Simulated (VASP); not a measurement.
# Rb4BaSe3 (I4/mcm) in VASP: a series of runs

Runs on Rb4BaSe3. Level: PBE. Tasks: single point, relaxation of cell and atoms.

Everything below comes from runs of VASP 6.6.1. Logs are shortened: lines on timing, memory, paths and dates and some standing lists are left out, and cuts for length are marked.

## 1. The cell of the first run

Symmetry: I4/mcm, No. 140, tetragonal system. The conventional cell has a = 9.305 Å, b = 9.305 Å, c = 13.651 Å, α = 90.00°, β = 90.00°, γ = 90.00°. Rb (site symmetry m) has 5 Se at 3.23 to 3.81 Å and 5 Rb at 3.82 to 4.08 Å and 2 Ba at 4.09 Å within 4.3 Å. Ba (site symmetry 4/m) has 6 Se at 3.41 to 3.49 Å and 8 Rb at 4.09 Å within 4.5 Å. Se (site symmetry m2m) has 6 Rb at 3.23 to 3.53 Å and 2 Ba at 3.49 Å and 1 Se at 4.22 Å within 4.3 Å. Within 4.5 Å of Se (site symmetry 422) lie 2 Ba at 3.41 Å and 8 Rb at 3.81 Å.

## 2. Single point, PBE

The input, INCAR:

```
SYSTEM = Rb4BaSe3
PREC = Accurate
ENCUT = 500
EDIFF = 1E-6
ISMEAR = 0
SIGMA = 0.02
LREAL = .False.
LASPH = .True.
NELM = 120
ALGO = Normal
ISIF = 2
LWAVE = .False.
LCHARG = .False.
GGA = PE
NBANDS = 78
GGA_COMPAT = .False.
```

The input, KPOINTS:

```
Automatic mesh
0
Gamma
  4 4 4
  0 0 0
```

The input, POSCAR:

```
Rb4BaSe3
1.0
   -4.6525905983      4.6525905983      6.8256678019
    4.6525905983     -4.6525905983      6.8256678019
    4.6525905983      4.6525905983     -6.8256678019
Rb Ba Se
8 2 6
Direct
    0.2983066716      0.5005024994      0.5000000000
    0.9994975006      0.2016933284      0.5000000000
    0.0005024994      0.7983066716      0.5000000000
    0.7016933284      0.4994975006      0.5000000000
    0.7983066716      0.2983066716      0.7978041722
    0.4994975006      0.9994975006      0.7978041722
    0.5005024994      0.0005024994      0.2021958278
    0.2016933284      0.7016933284      0.2021958278
    0.0000000000      0.0000000000      0.0000000000
    0.5000000000      0.5000000000      0.0000000000
    0.3396209667      0.1603790333      0.5000000000
    0.6603790333      0.8396209667      0.5000000000
    0.7500000000      0.7500000000      0.0000000000
    0.2500000000      0.2500000000      0.0000000000
    0.8396209667      0.3396209667      0.1792419334
    0.1603790333      0.6603790333      0.8207580666
```

Potentials or basis: VASP PAW PBE potentials, release 64 (Rb_sv, Ba_sv, Se).

Run with:

```console
> cat potpaw_PBE.64/Rb_sv/POTCAR potpaw_PBE.64/Ba_sv/POTCAR potpaw_PBE.64/Se/POTCAR > POTCAR
> mpirun -np 1 vasp_std > vasp.out
```

OUTCAR:

```text
SYSTEM = Rb4BaSe3
   PREC = Accurate
   ENCUT = 500
   EDIFF = 1E-6
   ISMEAR = 0
   LREAL = .False.
   LASPH = .True.
   NELM = 120
   ISIF = 2
   GGA = PE

 ion  position               nearest neighbor table
   1  0.298  0.501  0.500-  11 3.23  16 3.53  15 3.53  13 3.81  14 3.81   4 3.82   6 3.90   8 3.90
                             3 3.92   2 4.08  10 4.09   9 4.09   5 5.02   7 5.02   7 5.02   5 5.02
   2  0.999  0.202  0.500-  11 3.23  15 3.53  16 3.53  14 3.81  13 3.81   3 3.82   7 3.90   5 3.90
                             4 3.92   1 4.08   9 4.09  10 4.09   6 5.02   8 5.02   8 5.02   6 5.02
   3  0.001  0.798  0.500-  12 3.23  16 3.53  15 3.53  14 3.81  13 3.81   2 3.82   6 3.90   8 3.90
                             1 3.92   4 4.08   9 4.09  10 4.09   5 5.02   5 5.02   7 5.02   7 5.02
   4  0.702  0.499  0.500-  12 3.23  15 3.53  16 3.53  13 3.81  14 3.81   1 3.82   7 3.90   5 3.90
                             2 3.92   3 4.08  10 4.09   9 4.09   6 5.02   8 5.02   6 5.02   8 5.02
   5  0.798  0.298  0.798-  15 3.23  12 3.53  11 3.53  14 3.81  13 3.81   8 3.82   2 3.90   4 3.90
                             7 3.92   6 4.08   9 4.09  10 4.09   1 5.02   3 5.02   3 5.02   1 5.02
   6  0.499  0.999  0.798-  15 3.23  12 3.53  11 3.53  14 3.81  13 3.81   7 3.82   1 3.90   3 3.90
                             8 3.92   5 4.08   9 4.09  10 4.09   2 5.02   4 5.02   4 5.02   2 5.02
   7  0.501  0.001  0.202-  16 3.23  12 3.53  11 3.53  14 3.81  13 3.81   6 3.82   2 3.90   4 3.90
                             5 3.92   8 4.08  10 4.09   9 4.09   1 5.02   1 5.02   3 5.02   3 5.02
   8  0.202  0.702  0.202-  16 3.23  12 3.53  11 3.53  14 3.81  13 3.81   5 3.82   1 3.90   3 3.90
                             6 3.92   7 4.08  10 4.09   9 4.09   4 5.02   2 5.02   2 5.02   4 5.02
   9  0.000  0.000  0.000-  13 3.41  14 3.41  11 3.49  12 3.49  16 3.49  15 3.49   1 4.09   2 4.09
                             5 4.09   8 4.09   3 4.09   7 4.09   4 4.09   6 4.09
  10  0.500  0.500  0.000-  13 3.41  14 3.41  12 3.49  11 3.49  16 3.49  15 3.49   7 4.09   4 4.09
                             5 4.09   8 4.09   1 4.09   3 4.09   6 4.09   2 4.09
  11  0.340  0.160  0.500-   1 3.23   2 3.23  10 3.49   9 3.49   5 3.53   8 3.53   7 3.53   6 3.53

  12  0.660  0.840  0.500-   3 3.23   4 3.23   9 3.49  10 3.49   5 3.53   8 3.53   7 3.53   6 3.53

  13  0.750  0.750  0.000-   9 3.41  10 3.41   5 3.81   6 3.81   7 3.81   8 3.81   2 3.81   3 3.81
                             1 3.81   4 3.81
  14  0.250  0.250  0.000-   9 3.41  10 3.41   5 3.81   6 3.81   7 3.81   8 3.81   1 3.81   4 3.81
                             2 3.81   3 3.81
  15  0.840  0.340  0.179-   6 3.23   5 3.23   9 3.49  10 3.49   2 3.53   4 3.53   3 3.53   1 3.53

  16  0.160  0.660  0.821-   7 3.23   8 3.23   9 3.49  10 3.49   1 3.53   3 3.53   2 3.53   4 3.53

  LATTYP: Found a body centered tetragonal cell.
 ALAT       =     9.3051811966
 C/A-ratio  =     1.4670682188

  Lattice vectors:

 A1 = (  -4.6525905983,   4.6525905983,   6.8256678019)
 A2 = (   4.6525905983,  -4.6525905983,   6.8256678019)
 A3 = (   4.6525905983,   4.6525905983,  -6.8256678019)

Analysis of symmetry for initial positions (statically):
=====================================================================
 Subroutine PRICEL returns:
 Original cell was already a primitive cell.

 Routine SETGRP: Setting up the symmetry group for a
 body centered tetragonal supercell.

 Subroutine GETGRP returns: Found 16 space group operations
 (whereof  8 operations were pure point group operations)
 out of a pool of 16 trial point group operations.

The static configuration has the point symmetry C_4h.
 The point group associated with its full space group is D_4h.

Analysis of symmetry for dynamics (positions and initial velocities):
=====================================================================
 Subroutine PRICEL returns:
 Original cell was already a primitive cell.

 Routine SETGRP: Setting up the symmetry group for a
 body centered tetragonal supercell.

 Subroutine GETGRP returns: Found 16 space group operations
 (whereof  8 operations were pure point group operations)
 out of a pool of 16 trial point group operations.

The dynamic configuration has the point symmetry C_4h.
 The point group associated with its full space group is D_4h.

 Subroutine INISYM returns: Found 16 space group operations
 (whereof  8 operations are pure point group operations),
 and found     1 'primitive' translations

----------------------------------------------------------------------------------------

                                     Primitive cell

  volume of cell :     591.0100

  direct lattice vectors                    reciprocal lattice vectors
    -4.652590598  4.652590598  6.825667802     0.000000000  0.107467010  0.073252906
     4.652590598 -4.652590598  6.825667802     0.107467010  0.000000000  0.073252906
     4.652590598  4.652590598 -6.825667802     0.107467010  0.107467010  0.000000000
[... 64 lines left out ...]

 Found     13 irreducible k-points:

 Following reciprocal coordinates:
            Coordinates               Weight
  0.000000  0.000000  0.000000      1.000000
  0.250000 -0.000000  0.000000      8.000000
  0.500000 -0.000000  0.000000      4.000000
  0.250000  0.250000  0.000000      8.000000
  0.500000  0.250000  0.000000     16.000000
 -0.250000  0.250000  0.000000      4.000000
  0.500000  0.500000  0.000000      2.000000
  0.250000  0.250000  0.250000      2.000000
 -0.250000  0.250000  0.250000      4.000000
  0.500000  0.500000  0.250000      4.000000
 -0.250000  0.500000  0.250000      8.000000
 -0.250000 -0.250000  0.250000      2.000000
  0.500000  0.500000  0.500000      1.000000
   k-points           NKPTS =     13   k-points in BZ     NKDIM =     13   number of bands    NBANDS=     78
   number of dos      NEDOS =    301   number of ions     NIONS =     16
   total plane-waves  NPLWV = 343000
   dimension x,y,z NGX =    70 NGY =   70 NGZ =   70
   dimension x,y,z NGXF=   140 NGYF=  140 NGZF=  140
   ions per type =               8   2   6
   NGX,Y,Z   is equivalent  to a cutoff of  12.27, 12.27, 12.27 a.u.
   NGXF,Y,Z  is equivalent  to a cutoff of  24.55, 24.55, 24.55 a.u.
 SYSTEM =  Rb4BaSe3
   PREC   = accura    normal or accurate (medium, high low for compatibility)
   ISTART =      0    job   : 0-new  1-cont  2-samecut
   ICHARG =      2    charge: 1-file 2-atom 10-const
   ISPIN  =      1    spin polarized calculation?
   LNONCOLLINEAR =      F non collinear calculations
   LSORBIT =      F    spin-orbit coupling
   LASPH  =      T    aspherical Exc in radial PAW
   ENCUT  =  500.0 eV  36.75 Ry    6.06 a.u.  17.29 17.29 17.29*2*pi/ulx,y,z
   NELM   =    120;   NELMIN=  2; NELMDL= -5     # of ELM steps
   EDIFF  = 0.1E-05   stopping-criterion for ELM
   LREAL  =      F    real-space projection
   EDIFFG = 0.1E-04   stopping-criterion for IOM
   NSW    =      0    number of steps for IOM
   IBRION =     -1    ionic relax: 0-MD 1-quasi-New 2-CG
   NFREE  =      0    steps in history (QN), initial steepest desc. (CG)
   ISIF   =      2    stress and relaxation
   ISYM   =      2    0-nonsym 1-usesym 2-fastsym
   POTIM  = 0.5000    time-step for ionic-motion
   TEBEG  =    0.0;   TEEND  =   0.0 temperature during run
   PSTRESS=    0.0 pullay stress
   NELECT =     128.0000    total number of electrons
   NUPDOWN=      -1.0000    fix difference up-down
   EMIN   =  10.00;   EMAX   =-10.00  energy-range for DOS
   EFERMI =   0.00;   METHOD = LEGACY
   ISMEAR =     0;   SIGMA  =   0.02  broadening in eV -4-tet -1-fermi 0-gaus
   EFERMI_NEDOS =   21; number of points for ismear=-14 and -15
   IALGO  =     38    algorithm
   IMIX   =      4    mixing-type and parameters
     AMIX     =   0.40;   BMIX     =  1.00
     AMIX_MAG =   1.60;   BMIX_MAG =  1.00
  volume/ion in A,a.u.               =      36.94       249.27
  Fermi-wavevector in a.u.,A,eV,Ry     =   0.983135  1.857856 13.150775  0.966555
  Thomas-Fermi vector in A             =   2.114270
   LORBIT       =      0    0 simple, 1 ext, 2 COOP (PROOUT), +10 PAW based schemes
   GGA     = PE    functional components
   LHFCALC =     F    Hartree Fock is set to
   AEXX    =    0.0000 exact exchange contribution
   IVDW    =     0    specifies the selected vdW correction
   LEPSILON=     F    determine dielectric tensor
   LRPA    =     F    only Hartree local field effects (RPA)
 non-spin polarized calculation
 Gauss-broadening in eV      SIGMA  =   0.02
  energy-cutoff  :      500.00
  volume of cell :      591.01
 maximum number of plane-waves:     15020
 NGX is ok and might be reduce to    70
   NGX = 35   NGY = 35   NGZ = 35

 number of electron     127.9999995 magnetization

 Free energy of the ion-electron system (eV)
  ---------------------------------------------------
  ext. energy  EPLUGINS =         0.00000000
  ---------------------------------------------------
  free energy    TOTEN  =       -51.55940599 eV

  energy without entropy =      -51.55940599  energy(sigma->0) =      -51.55940599

 E-fermi :   0.8266     XC(G=0):  -7.9844

 val. band max:        0.7389858229   @ k =   0.0000   0.0000   0.0000
 cond. band min:       2.4982848055   @ k =   0.0000   0.0000   0.0000
 fundamental gap:      1.7592989826
 Fermi energy:         0.8265675695

 k-point     1 :       0.0000    0.0000    0.0000
  band No.  band energies     occupation
      1     -26.3846      2.00000
      2     -26.3824      2.00000
      3     -25.9491      2.00000
      4     -25.9143      2.00000
      5     -25.9084      2.00000
      6     -25.9010      2.00000
[... 1016 lines left out ...]
     75       4.9691      0.00000
     76       4.9691      0.00000
 [bands above 76 left out]

------------------------ aborting loop because EDIFF is reached ----------------------------------------

  FORCE on cell =-STRESS in cart. coord.  units (eV):
  Direction    XX          YY          ZZ          XY          YZ          ZX
  --------------------------------------------------------------------------------------
  -------------------------------------------------------------------------------------
  Total        0.4959033      0.4959033      0.6874585      0.0000000      0.0000000      0.0000000
  in kB        1.3443513      1.3443513      1.8636409      0.0000000      0.0000000      0.0000000
  external PRESSURE =       1.5174479 kB  Pullay stress =       0.0000000 kB

 VOLUME and BASIS-vectors are now :
 -----------------------------------------------------------------------------
  energy-cutoff  :      500.00
  volume of cell :      591.01
      direct lattice vectors                 reciprocal lattice vectors
    -4.652590598  4.652590598  6.825667802     0.000000000  0.107467010  0.073252906
     4.652590598 -4.652590598  6.825667802     0.107467010  0.000000000  0.073252906
     4.652590598  4.652590598 -6.825667802     0.107467010  0.107467010  0.000000000

 POSITION                                       TOTAL-FORCE (eV/Angst)
 -----------------------------------------------------------------------------------
      3.26703      1.38556      2.03957         0.005760     -0.005760      0.013551
     -1.38556      6.03815      4.78610         0.005760     -0.005760     -0.013551
      6.03815     -1.38556      2.03957        -0.005760      0.005760      0.013551
      1.38556      3.26703      4.78610        -0.005760      0.005760     -0.013551
      1.38556      6.03815      2.03957        -0.005760     -0.005760      0.013551
      6.03815      1.38556      4.78610        -0.005760     -0.005760     -0.013551
[... 8 lines left out ...]
     -1.49236      3.16023      6.82567         0.014852      0.014852      0.000000
      6.14495      1.49236      0.00000        -0.014852     -0.014852     -0.000000
 -----------------------------------------------------------------------------------
    total drift:                                0.000000      0.000000     -0.000000

  FREE ENERGIE OF THE ION-ELECTRON SYSTEM (eV)
  ---------------------------------------------------
  free  energy   TOTEN  =       -51.5594059923 eV

  energy  without entropy=      -51.5594059923  energy(sigma->0) =      -51.55940599
```

Run time: 36 min. Hardware: 1 thread of Intel Xeon 8259CL, shared host; peak memory 0.96 GiB.

What came out:

```yaml
Free_energy: -51.5594 eV
Pressure: 0.2 GPa
Largest_force: 0.021 eV/Å
Band_gap_on_the_k_mesh: 1.76 eV
```

Forces on the atoms (eV/Å):
```
Rb   0.006 -0.006  0.014
Rb   0.006 -0.006 -0.014
Rb  -0.006  0.006  0.014
Rb  -0.006  0.006 -0.014
Rb  -0.006 -0.006  0.014
Rb  -0.006 -0.006 -0.014
Rb   0.006  0.006  0.014
Rb   0.006  0.006 -0.014
Ba   0.000  0.000  0.000
Ba   0.000  0.000  0.000
Se  -0.015  0.015  0.000
Se   0.015 -0.015  0.000
Se   0.000  0.000  0.000
Se   0.000  0.000  0.000
Se   0.015  0.015  0.000
Se  -0.015 -0.015  0.000
```

Levels at points of the mesh, in eV from the valence-band top:
```tsv
k point	band 60	band 61	band 62	band 63	band 64	band 65	band 66	band 67	band 68	band 69
(0.00, 0.00, 0.00)	-0.19	-0.19	-0.03	0.00	0.00	1.76	2.85	3.12	3.12	3.17
(0.50, 0.00, 0.00)	-0.35	-0.25	-0.25	-0.15	-0.15	2.88	2.88	3.48	3.48	3.51
(0.50, 0.50, 0.00)	-0.28	-0.28	-0.27	-0.17	-0.06	2.99	3.05	3.19	3.30	3.48
(0.50, 0.50, 0.50)	-0.26	-0.26	-0.21	-0.05	-0.05	2.84	3.32	3.36	3.54	3.54
```

Caveat: spin-orbit coupling is left out, which moves the levels of the heavy elements.

(Continued in part 2 of 2.)
